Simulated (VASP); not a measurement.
# Ni (Fm-3m) in VASP: further runs

Runs on Ni. Level: LDA. Tasks: single point.

Everything below comes from runs of VASP 6.6.1. Logs are shortened: lines on timing, memory, paths and dates and some standing lists are left out, and cuts for length are marked.

## Step 1: The cell of the first run

It takes space group Fm-3m (No. 225, cubic). Conventional cell: a = 3.524 Å, b = 3.524 Å, c = 3.524 Å, α = 90.00°, β = 90.00°, γ = 90.00°. Ni (site symmetry m-3m) has 12 Ni at 2.49 Å within 3.3 Å.

## Step 2: Single point, LDA

Contents of INCAR:

```
  ALGO = Normal
  EDIFF = 1E-6
  ENCUT = 520
  ISIF = 2
  ISMEAR = -1
  LASPH = True
  LCHARG = True
  LELF = True
  LREAL = False
  LVHAR = True
  LWAVE = False
  NBANDS = 11
  NELM = 80
  PREC = Accurate
  SIGMA = 0.1
```

Contents of KPOINTS:

```
k-points
0
Gamma
  16 16 16
```

Contents of POSCAR:

```
Ni
1.0
    0.0000000000      1.7619350000      1.7619350000
    1.7619350000      0.0000000000      1.7619350000
    1.7619350000      1.7619350000      0.0000000000
Ni
1
Direct
    0.0000000000      0.0000000000      0.0000000000
```

Potentials or basis: VASP PAW LDA potentials, release 64 (Ni).

Launch:

```sh
cat potpaw_LDA.64/Ni/POTCAR > POTCAR
mpirun -np 1 vasp_std > vasp.out
```

OUTCAR:

```text
EDIFF = 1E-6
   ENCUT = 520
   ISIF = 2
   ISMEAR = -1
   LASPH = True
   LREAL = False
   NELM = 80
   PREC = Accurate

 ion  position               nearest neighbor table
   1  0.000  0.000  0.000-

  LATTYP: Found a face centered cubic cell.
 ALAT       =     3.5238700000

  Lattice vectors:

 A1 = (   0.0000000000,   1.7619350000,   1.7619350000)
 A2 = (   1.7619350000,   0.0000000000,   1.7619350000)
 A3 = (   1.7619350000,   1.7619350000,   0.0000000000)

Analysis of symmetry for initial positions (statically):
=====================================================================
 Subroutine PRICEL returns:
 Original cell was already a primitive cell.

 Routine SETGRP: Setting up the symmetry group for a
 face centered cubic supercell.

 Subroutine GETGRP returns: Found 48 space group operations
 (whereof 48 operations were pure point group operations)
 out of a pool of 48 trial point group operations.

The static configuration has the point symmetry O_h .

Analysis of symmetry for dynamics (positions and initial velocities):
=====================================================================
 Subroutine PRICEL returns:
 Original cell was already a primitive cell.

 Routine SETGRP: Setting up the symmetry group for a
 face centered cubic supercell.

 Subroutine GETGRP returns: Found 48 space group operations
 (whereof 48 operations were pure point group operations)
 out of a pool of 48 trial point group operations.

The dynamic configuration has the point symmetry O_h .

 Subroutine INISYM returns: Found 48 space group operations
 (whereof 48 operations are pure point group operations),
 and found     1 'primitive' translations

----------------------------------------------------------------------------------------

                                     Primitive cell

  volume of cell :      10.9396

  direct lattice vectors                    reciprocal lattice vectors
     0.000000000  1.761935000  1.761935000    -0.283778914  0.283778914  0.283778914
     1.761935000  0.000000000  1.761935000     0.283778914 -0.283778914  0.283778914
     1.761935000  1.761935000  0.000000000     0.283778914  0.283778914 -0.283778914

  length of vectors
     2.491752373  2.491752373  2.491752373     0.491519496  0.491519496  0.491519496

  position of ions in fractional coordinates (direct lattice)
     0.000000000  0.000000000  0.000000000

  ion indices of the primitive-cell ions
   primitive index   ion index
                 1           1

----------------------------------------------------------------------------------------

 KPOINTS: k-points

Automatic generation of k-mesh.
 Grid dimensions read from file:
 generate k-points for:   16   16   16

 Generating k-lattice:

  Cartesian coordinates                     Fractional coordinates (reciprocal lattice)
    -0.017736182  0.017736182  0.017736182     0.062500000  0.000000000  0.000000000
     0.017736182 -0.017736182  0.017736182     0.000000000  0.062500000  0.000000000
     0.017736182  0.017736182 -0.017736182     0.000000000  0.000000000  0.062500000

  Length of vectors
     0.030719969  0.030719969  0.030719969

  Shift w.r.t. Gamma in fractional coordinates (k-lattice)
     0.000000000  0.000000000  0.000000000

 Subroutine IBZKPT returns following result:
 ===========================================

 Found    145 irreducible k-points:

 Following reciprocal coordinates:
            Coordinates               Weight
  0.000000  0.000000  0.000000      1.000000
  0.062500  0.000000  0.000000      8.000000
  0.125000  0.000000  0.000000      8.000000
  0.187500  0.000000  0.000000      8.000000
  0.250000  0.000000  0.000000      8.000000
  0.312500  0.000000  0.000000      8.000000
[... 16 lines left out ...]
 -0.125000  0.062500  0.000000     24.000000
 -0.062500  0.062500  0.000000     12.000000
 [... further k-points ...]
   k-points           NKPTS =    145   k-points in BZ     NKDIM =    145   number of bands    NBANDS=     11
   number of dos      NEDOS =    301   number of ions     NIONS =      1
   total plane-waves  NPLWV =   8000
   dimension x,y,z NGX =    20 NGY =   20 NGZ =   20
   dimension x,y,z NGXF=    40 NGYF=   40 NGZF=   40
   ions per type =               1
   NGX,Y,Z   is equivalent  to a cutoff of  13.34, 13.34, 13.34 a.u.
   NGXF,Y,Z  is equivalent  to a cutoff of  26.69, 26.69, 26.69 a.u.
 SYSTEM =  unknown system
   PREC   = accura    normal or accurate (medium, high low for compatibility)
   ISTART =      0    job   : 0-new  1-cont  2-samecut
   ICHARG =      2    charge: 1-file 2-atom 10-const
   ISPIN  =      1    spin polarized calculation?
   LNONCOLLINEAR =      F non collinear calculations
   LSORBIT =      F    spin-orbit coupling
   LASPH  =      T    aspherical Exc in radial PAW
   ENCUT  =  520.0 eV  38.22 Ry    6.18 a.u.   4.63  4.63  4.63*2*pi/ulx,y,z
   NELM   =     80;   NELMIN=  2; NELMDL= -5     # of ELM steps
   EDIFF  = 0.1E-05   stopping-criterion for ELM
   LREAL  =      F    real-space projection
   EDIFFG = 0.1E-04   stopping-criterion for IOM
   NSW    =      0    number of steps for IOM
   IBRION =     -1    ionic relax: 0-MD 1-quasi-New 2-CG
   NFREE  =      0    steps in history (QN), initial steepest desc. (CG)
   ISIF   =      2    stress and relaxation
   ISYM   =      2    0-nonsym 1-usesym 2-fastsym
   POTIM  = 0.5000    time-step for ionic-motion
   TEBEG  =    0.0;   TEEND  =   0.0 temperature during run
   PSTRESS=    0.0 pullay stress
   NELECT =      10.0000    total number of electrons
   NUPDOWN=      -1.0000    fix difference up-down
   EMIN   =  10.00;   EMAX   =-10.00  energy-range for DOS
   EFERMI =   0.00;   METHOD = LEGACY
   ISMEAR =    -1;   SIGMA  =   0.10  broadening in eV -4-tet -1-fermi 0-gaus
   EFERMI_NEDOS =   21; number of points for ismear=-14 and -15
   IALGO  =     38    algorithm
   IMIX   =      4    mixing-type and parameters
     AMIX     =   0.40;   BMIX     =  1.00
     AMIX_MAG =   1.60;   BMIX_MAG =  1.00
  volume/ion in A,a.u.               =      10.94        73.82
  Fermi-wavevector in a.u.,A,eV,Ry     =   1.588821  3.002436 34.345893  2.524352
  Thomas-Fermi vector in A             =   2.687765
   LORBIT       =      0    0 simple, 1 ext, 2 COOP (PROOUT), +10 PAW based schemes
   GGA     = CA    functional components
   LHFCALC =     F    Hartree Fock is set to
   AEXX    =    0.0000 exact exchange contribution
   IVDW    =     0    specifies the selected vdW correction
   LEPSILON=     F    determine dielectric tensor
   LRPA    =     F    only Hartree local field effects (RPA)
 non-spin polarized calculation
  energy-cutoff  :      520.00
  volume of cell :       10.94
 maximum number of plane-waves:       306
   NGX =  9   NGY =  9   NGZ =  9

 number of electron      10.0000010 magnetization

 Free energy of the ion-electron system (eV)
  ---------------------------------------------------
  ext. energy  EPLUGINS =         0.00000000
  ---------------------------------------------------
  free energy    TOTEN  =        -6.53226690 eV

  energy without entropy =       -6.44124843  energy(sigma->0) =       -6.48675766

 E-fermi :   8.8157     XC(G=0): -13.5793

 val. band max:        8.8134007419   @ k =   0.3750   0.3125   0.0625
 cond. band min:       8.8165647437   @ k =   0.4375   0.3750   0.0000
 fundamental gap:      0.0031640018
 Fermi energy:         8.8156813392

 k-point     1 :       0.0000    0.0000    0.0000
  band No.  band energies     occupation
      1       0.0221      2.00000
      2       6.9362      2.00000
      3       6.9362      2.00000
      4       6.9362      2.00000
      5       8.0537      1.99902
      6       8.0537      1.99902
      7      32.6765      0.00000
      8      36.4170      0.00000
      9      36.4170      0.00000
     10      36.4170      0.00000
     11      39.4225      0.00000

 k-point     2 :       0.0625    0.0000    0.0000
  band No.  band energies     occupation
      1       0.1744      2.00000
      2       6.8948      2.00000
      3       6.9710      2.00000
      4       6.9710      2.00000
      5       8.0388      1.99915
      6       8.0388      1.99915
      7      32.1651      0.00000
      8      34.6754      0.00000
      9      36.0676      0.00000
     10      36.0676      0.00000
     11      39.9461      0.00000

 k-point     3 :       0.1250    0.0000    0.0000
  band No.  band energies     occupation
      1       0.6231      2.00000
      2       6.7852      2.00000
      3       7.0574      2.00000
      4       7.0574      2.00000
      5       8.0115      1.99936
      6       8.0115      1.99936
      7      29.7609      0.00000
      8      33.6794      0.00000
      9      35.4130      0.00000
     10      35.4130      0.00000
     11      40.6160      0.00000

 k-point     4 :       0.1875    0.0000    0.0000
  band No.  band energies     occupation
      1       1.3397      2.00000
      2       6.6511      2.00000
      3       7.1386      2.00000
      4       7.1386      2.00000
      5       8.0263      1.99925
      6       8.0263      1.99925
      7      26.5814      0.00000
      8      33.2897      0.00000
      9      34.7926      0.00000
     10      34.7926      0.00000
     11      40.6042      0.00000
[... 239 lines left out ...]
 k-point    22 :      -0.1875    0.0625    0.0000
  band No.  band energies     occupation
      1       1.7528      2.00000
      2       6.5601      2.00000
      3       7.1565      2.00000
      4       7.2058      2.00000
      5       7.8934      1.99980
      6       8.2213      1.99477
      7      25.6178      0.00000
      8      30.8769      0.00000
      9      34.8407      0.00000
     10      36.7817      0.00000
     11      38.8352      0.00000

 k-point    23 :      -0.1250    0.0625    0.0000
  band No.  band energies     occupation
      1       0.9644      2.00000
      2       6.6911      2.00000
      3       7.1226      2.00000
      4       7.1243      2.00000
      5       7.8939      1.99980
      6       8.1104      1.99827
      7      28.8029      0.00000
      8      31.5214      0.00000
      9      35.1834      0.00000
     10      37.1071      0.00000
     11      39.0602      0.00000

 k-point    24 :      -0.0625    0.0625    0.0000
  band No.  band energies     occupation
      1       0.4255      2.00000
      2       6.8199      2.00000
      3       7.0213      2.00000
      4       7.0382      2.00000
      5       7.9676      1.99959
      6       8.0694      1.99885
      7      31.3266      0.00000
      8      32.9024      0.00000
      9      35.1888      0.00000
     10      37.0000      0.00000
     11      39.5918      0.00000

 [... further k-points ...]

------------------------ aborting loop because EDIFF is reached ----------------------------------------

  FORCE on cell =-STRESS in cart. coord.  units (eV):
  Direction    XX          YY          ZZ          XY          YZ          ZX
  --------------------------------------------------------------------------------------
  -------------------------------------------------------------------------------------
  Total       -1.2325074     -1.2325074     -1.2325074     -0.0000000      0.0000000     -0.0000000
  in kB     -180.5096640   -180.5096640   -180.5096640     -0.0000000      0.0000000     -0.0000000
  external PRESSURE =    -180.5096640 kB  Pullay stress =       0.0000000 kB

 VOLUME and BASIS-vectors are now :
 -----------------------------------------------------------------------------
  energy-cutoff  :      520.00
  volume of cell :       10.94
      direct lattice vectors                 reciprocal lattice vectors
     0.000000000  1.761935000  1.761935000    -0.283778914  0.283778914  0.283778914
     1.761935000  0.000000000  1.761935000     0.283778914 -0.283778914  0.283778914
     1.761935000  1.761935000  0.000000000     0.283778914  0.283778914 -0.283778914

 POSITION                                       TOTAL-FORCE (eV/Angst)
 -----------------------------------------------------------------------------------
      0.00000      0.00000      0.00000         0.000000      0.000000     -0.000000
 -----------------------------------------------------------------------------------
    total drift:                               -0.000000     -0.000000     -0.000000

  FREE ENERGIE OF THE ION-ELECTRON SYSTEM (eV)
  ---------------------------------------------------
  free  energy   TOTEN  =        -6.5322668961 eV

  energy  without entropy=       -6.4412484256  energy(sigma->0) =       -6.48675766
```

Run time: 39 s. Hardware: 1 thread of AMD EPYC 7R13, shared host; peak memory 0.1 GiB.

What came out:

- Free energy: -6.5323 eV
- Pressure: -18.1 GPa
- Band gap on the k mesh: zero (band 5 reaches 8.96 eV, above the bottom of band 6 at 8.01 eV)

Caveat: the run has no spin polarisation, though such a crystal can be magnetic. Spin polarisation is off, so any magnetic state and its effect on volume and gap are missing.

## Step 3: Single point, LDA, collinear spin, zero start

Contents of INCAR:

```
ALGO = Normal
EDIFF = 1E-6
ENCUT = 520
GGA = CA
ISIF = 2
ISMEAR = -1
ISPIN = 2
LASPH = True
LCHARG = False
LMAXMIX = 4
LORBIT = 11
LREAL = False
LWAVE = False
MAGMOM = 0
NBANDS = 15
NELM = 150
NUPDOWN = 0.0
PREC = Accurate
SIGMA = 0.1
```

KPOINTS is that of step 2.

POSCAR is that of step 2.

Potentials or basis: VASP PAW LDA potentials, release 64 (Ni).

Launch:

```sh
cat potpaw_LDA.64/Ni/POTCAR > POTCAR
mpirun -np 1 vasp_std > vasp.out
```

Run time: 1.7 min. Hardware: 1 thread of AMD EPYC 7R13, shared host; peak memory 0.12 GiB.

The run converged. Its results:

```yaml
Free_energy: -6.5323 eV
Pressure: -18.1 GPa
Net_moment: 0.00 μB per cell
Valence_electrons_inside_the_program's_atomic_spheres: Ni 9.31
```

Caveat: the total moment is fixed, so each spin has its own Fermi level.
